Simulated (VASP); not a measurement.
# BN (BN (F-43m)) (F-43m) in VASP: vibrations by perturbation theory with PBE

Aim: the vibrations by perturbation theory of BN (BN (F-43m)) with PBE.

Program: VASP 6.6.1. These are calculated values, not measurements. Logs are shortened: lines on timing, memory, paths and dates and some standing lists are left out, and cuts for length are marked.

## Step 1: The cell of the first run

Symmetry: F-43m, No. 216, cubic system. The conventional cell has a = 3.624 Å, b = 3.624 Å, c = 3.624 Å, α = 90.00°, β = 90.00°, γ = 90.00°. Within 2.1 Å of B (site symmetry -43m) lie 4 N at 1.57 Å. N (site symmetry -43m) has 4 B at 1.57 Å within 2.1 Å.

## Step 2: Vibrations by perturbation theory, PBE

Contents of INCAR:

```
ALGO = Normal
EDIFF = 1E-8
ENCUT = 520
GGA = PE
IBRION = 8
ISIF = 2
ISMEAR = 0
LASPH = True
LCHARG = False
LEPSILON = True
LREAL = False
LWAVE = False
NELM = 60
NSW = 1
PREC = Accurate
SIGMA = 0.01
```

Contents of KPOINTS:

```
k-points
0
Gamma
  11 11 11
```

Contents of POSCAR:

```
BN
1.0
    0.0000000000      1.8120551918      1.8120551918
    1.8120551918      0.0000000000      1.8120551918
    1.8120551918      1.8120551918      0.0000000000
B N
1 1
Direct
    0.0000000000      0.0000000000      0.0000000000
    0.2500000000      0.2500000000      0.2500000000
```

Potentials or basis: VASP PAW PBE potentials, release 64 (B, N).

Started as:

```bash
$ cat potpaw_PBE.64/B/POTCAR potpaw_PBE.64/N/POTCAR > POTCAR
$ mpirun -np 1 vasp_std > vasp.out
```

OUTCAR:

```text
EDIFF = 1E-8
   ENCUT = 520
   GGA = PE
   IBRION = 8
   ISIF = 2
   ISMEAR = 0
   LASPH = True
   LEPSILON = True
   LREAL = False
   NELM = 60
   NSW = 1
   PREC = Accurate

 ion  position               nearest neighbor table
   1  0.000  0.000  0.000-   2 1.57   2 1.57   2 1.57   2 1.57
   2  0.250  0.250  0.250-   1 1.57   1 1.57   1 1.57   1 1.57

  LATTYP: Found a face centered cubic cell.
 ALAT       =     3.6241103836

  Lattice vectors:

 A1 = (   0.0000000000,   1.8120551918,   1.8120551918)
 A2 = (   1.8120551918,   0.0000000000,   1.8120551918)
 A3 = (   1.8120551918,   1.8120551918,   0.0000000000)

Analysis of symmetry for initial positions (statically):
=====================================================================
 Subroutine PRICEL returns:
 Original cell was already a primitive cell.

 Routine SETGRP: Setting up the symmetry group for a
 face centered cubic supercell.

 Subroutine GETGRP returns: Found 24 space group operations
 (whereof 24 operations were pure point group operations)
 out of a pool of 48 trial point group operations.

The static configuration has the point symmetry T_d .

Analysis of symmetry for dynamics (positions and initial velocities):
=====================================================================
 Subroutine PRICEL returns:
 Original cell was already a primitive cell.

 Routine SETGRP: Setting up the symmetry group for a
 face centered cubic supercell.

 Subroutine GETGRP returns: Found 24 space group operations
 (whereof 24 operations were pure point group operations)
 out of a pool of 48 trial point group operations.

The dynamic configuration has the point symmetry T_d .

 Subroutine INISYM returns: Found 24 space group operations
 (whereof 24 operations are pure point group operations),
 and found     1 'primitive' translations

----------------------------------------------------------------------------------------

                                     Primitive cell

  volume of cell :      11.8999

  direct lattice vectors                    reciprocal lattice vectors
     0.000000000  1.812055192  1.812055192    -0.275929785  0.275929785  0.275929785
     1.812055192  0.000000000  1.812055192     0.275929785 -0.275929785  0.275929785
     1.812055192  1.812055192  0.000000000     0.275929785  0.275929785 -0.275929785

  length of vectors
     2.562633028  2.562633028  2.562633028     0.477924407  0.477924407  0.477924407

  position of ions in fractional coordinates (direct lattice)
     0.000000000  0.000000000  0.000000000
     0.250000000  0.250000000  0.250000000

  ion indices of the primitive-cell ions
   primitive index   ion index
                 1           1
                 2           2

----------------------------------------------------------------------------------------

 KPOINTS: k-points

Automatic generation of k-mesh.
 Grid dimensions read from file:
 generate k-points for:   11   11   11

 Generating k-lattice:

  Cartesian coordinates                     Fractional coordinates (reciprocal lattice)
    -0.025084526  0.025084526  0.025084526     0.090909091  0.000000000  0.000000000
     0.025084526 -0.025084526  0.025084526     0.000000000  0.090909091  0.000000000
[... 412 lines left out ...]
  ---------------------------------------------------
  free energy    TOTEN  =        -0.12860276 eV

  energy without entropy =       -0.12860276

------------------------ aborting loop because EDIFF is reached ----------------------------------------

--------------------------------------- Ionic step        2  -------------------------------------------

------------------------ aborting loop because EDIFF is reached ----------------------------------------

--------------------------------------- Ionic step        3  -------------------------------------------

------------------------ aborting loop because EDIFF is reached ----------------------------------------

 PIEZOELECTRIC TENSOR FIELD DIRECTION 3  (e Angst)
 -----------------------------------------------------------------------------
    -0.00030 -0.77083  0.00000           ( -0.00000 -0.00432  0.00000)
    -0.77083 -0.00030  0.00000           ( -0.00432 -0.00000  0.00000)
     0.00000  0.00000  0.00022           (  0.00000  0.00000 -0.00000)

 PIEZOELECTRIC TENSOR FIELD DIRECTION 3  (C/m^2)
 -----------------------------------------------------------------------------
    -0.00041 -1.03782  0.00000
    -1.03782 -0.00041  0.00000
     0.00000  0.00000  0.00029

--------------------------------------- Ionic step        4  -------------------------------------------

------------------------ aborting loop because EDIFF is reached ----------------------------------------

[... ionic steps 5 to 6 ...]

--------------------------------------- Ionic step        7  -------------------------------------------

 Free energy of the ion-electron system (eV)
  ---------------------------------------------------
  ---------------------------------------------------
  free energy    TOTEN  =        -0.23076050 eV

  energy without entropy =       -0.23076050

------------------------ aborting loop because EDIFF is reached ----------------------------------------

 INTERNAL STRAIN TENSOR  FOR ION    2  DIRECTION 1   (eV/Angst):
 -----------------------------------------------------------------------------
    -0.01800  0.00000  0.00000
     0.00000  0.01005 -1.49461
     0.00000 -1.49461  0.01005

 MACROSCOPIC STATIC DIELECTRIC TENSOR (including local field effects in DFT)
 ------------------------------------------------------
           4.614080     0.000000    -0.000000
          -0.000000     4.614080     0.000000
           0.000000     0.000000     4.614080
 ------------------------------------------------------

 PIEZOELECTRIC TENSOR (including local field effects)  for field in x, y, z        (e  Angst)
          XX          YY          ZZ          XY          YZ          ZX
  --------------------------------------------------------------------------------
  x     0.00000    -0.00000    -0.00000     0.00000    -0.77123     0.00000
  y    -0.00000    -0.00000    -0.00000     0.00000     0.00000    -0.77123
  z    -0.00000    -0.00000     0.00000    -0.77123     0.00000     0.00000

 PIEZOELECTRIC TENSOR (including local field effects)  for field in x, y, z        (C/m^2)
          XX          YY          ZZ          XY          YZ          ZX
  --------------------------------------------------------------------------------
  x     0.00000    -0.00000    -0.00000     0.00000    -1.03836     0.00000
  y    -0.00000    -0.00000    -0.00000     0.00000     0.00000    -1.03836
  z    -0.00000    -0.00000     0.00000    -1.03836     0.00000     0.00000

 BORN EFFECTIVE CHARGES (including local field effects) (in |e|, cummulative output)
 ---------------------------------------------------------------------------------
 ion    1
    1     1.91088     0.00000     0.00000
    2    -0.00000     1.91088    -0.00000
    3     0.00000     0.00000     1.91088
 ion    2
    1    -1.91088    -0.00000    -0.00000
    2     0.00000    -1.91088     0.00000
    3     0.00000     0.00000    -1.91088

 INTERNAL STRAIN TENSOR FOR ION    2 for displacements in x,y,z  (eV/Angst):
          X           Y           Z          XY          YZ          ZX
  --------------------------------------------------------------------------------
  x    -0.00000     0.00000     0.00000     0.00000    -1.49461     0.00000
  y    -0.00000     0.00000    -0.00000     0.00000     0.00000    -1.49461
  z     0.00000     0.00000    -0.00000    -1.49461     0.00000     0.00000

 SECOND DERIVATIVES (NOT SYMMETRIZED)
 ------------------------------------
               1X          1Y          1Z          2X          2Y          2Z
  1X   -23.795601    0.000000    0.000000   23.795601    0.000000    0.000000
  1Y     0.000000  -23.795601    0.000000    0.000000   23.795601    0.000000
  1Z     0.000000    0.000000  -23.795601    0.000000    0.000000   23.795601
  2X    23.797739    0.000000    0.000000  -23.797739    0.000000    0.000000
  2Y     0.000000   23.797739    0.000000    0.000000  -23.797739    0.000000
  2Z     0.000000    0.000000   23.797739    0.000000    0.000000  -23.797739

 Eigenvectors and eigenvalues of the dynamical matrix
 ----------------------------------------------------

   1 f  =   30.876353 THz   194.001845 2PiTHz 1029.924264 cm-1   127.694277 meV
             X         Y         Z           dx          dy          dz
      0.000000  0.000000  0.000000     0.000000    0.751173    0.000000
      0.906028  0.906028  0.906028     0.000000   -0.660105    0.000000
[... 21 lines left out ...]
   6 f/i=    0.000688 THz     0.004321 2PiTHz    0.022939 cm-1     0.002844 meV
             X         Y         Z           dx          dy          dz
      0.000000  0.000000  0.000000     0.000000    0.000000   -0.660105
      0.906028  0.906028  0.906028     0.000000    0.000000   -0.751173

--------------------------------------------------------------------------------------------------------

 MACROSCOPIC STATIC DIELECTRIC TENSOR IONIC CONTRIBUTION
 ------------------------------------------------------
           2.333302     0.000000    -0.000000
           0.000000     2.333302     0.000000
          -0.000000     0.000000     2.333302
 ------------------------------------------------------

 ELASTIC MODULI CONTR FROM IONIC RELAXATION (kBar)
 Direction    XX          YY          ZZ          XY          YZ          ZX
 --------------------------------------------------------------------------------
 XX          -0.0000      0.0000      0.0000      0.0000     -0.0000     -0.0000
 YY           0.0000     -0.0000     -0.0000     -0.0000      0.0000      0.0000
 ZZ           0.0000     -0.0000     -0.0000     -0.0000      0.0000     -0.0000
 XY           0.0000     -0.0000     -0.0000    -11.3743      0.0000     -0.0000
 YZ          -0.0000      0.0000      0.0000      0.0000    -11.3743     -0.0000
 ZX          -0.0000      0.0000     -0.0000     -0.0000     -0.0000    -11.3743
 --------------------------------------------------------------------------------

 PIEZOELECTRIC TENSOR IONIC CONTR  for field in x, y, z        (C/m^2)
          XX          YY          ZZ          XY          YZ          ZX
  --------------------------------------------------------------------------------
  x     0.00000    -0.00000    -0.00000    -0.00000     0.15329     0.00000
  y     0.00000    -0.00000     0.00000     0.00000     0.00000     0.15329
  z    -0.00000     0.00000     0.00000     0.15329    -0.00000     0.00000
```

Run time: 2.1 min. Hardware: 1 thread of AMD EPYC 9R45 (Zen 5), shared host; peak memory 0.13 GiB.

Results:

| Quantity | Value |
| --- | --- |
| Electronic dielectric tensor (diagonal) | 4.61 |
| Born charges (mean of the diagonal) | B +1.91; N -1.91 e |
| Highest phonon frequency at Γ, LO-TO splitting left out | 1030 cm⁻¹ |

Phonon frequencies in cm⁻¹ (negative: imaginary):
| q point | frequencies |
| --- | --- |
| (0.000, 0.000, 0.000) | 0 0 0 1030 1030 1030 |

Electronic dielectric tensor:
```
4.61 0.00 0.00
0.00 4.61 0.00
0.00 0.00 4.61
```

Born effective charge tensors (e):
atom 1, B
```
1.91 0.00 0.00
0.00 1.91 0.00
0.00 0.00 1.91
```
atom 2, N
```
-1.91  0.00  0.00
 0.00 -1.91  0.00
 0.00  0.00 -1.91
```
